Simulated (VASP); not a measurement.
A run of VASP 6.6.1 is set up as follows.

Contents of INCAR:

```
SYSTEM = AlAs
PREC = Accurate
ENCUT = 500
EDIFF = 1E-6
ISMEAR = 0
SIGMA = 0.02
LREAL = .False.
LASPH = .True.
NELM = 120
ALGO = Normal
ISIF = 2
LWAVE = .False.
LCHARG = .True.
GGA = PS
LELF = .True.
LVHAR = .True.
NBANDS = 11
GGA_COMPAT = .False.
```

File KPOINTS:

```
regular mesh
0
Gamma
  8 8 8
  0 0 0
```

Contents of POSCAR:

```
AlAs
1.0
    0.0000000000      2.8374040884      2.8374040884
    2.8374040884      0.0000000000      2.8374040884
    2.8374040884      2.8374040884      0.0000000000
Al As
1 1
Direct
    0.0000000000      0.0000000000      0.0000000000
    0.2500000000      0.2500000000      0.2500000000
```

Potentials or basis: VASP PAW PBE potentials, release 64 (Al, As).

Launch:

```sh
$ cat potpaw_PBE.64/Al/POTCAR potpaw_PBE.64/As/POTCAR > POTCAR
$ mpirun -np 1 vasp_std > vasp.out
```

Task: What does it give for the band gap on the k mesh?

Result: 1.33 eV (least direct gap 1.92 eV).

Task: Estimate the pressure.

Result: 0.3 GPa.

Caveat: the PAW data sets were made with another functional, which shifts forces and pressure a little. A k mesh can miss the band edges.
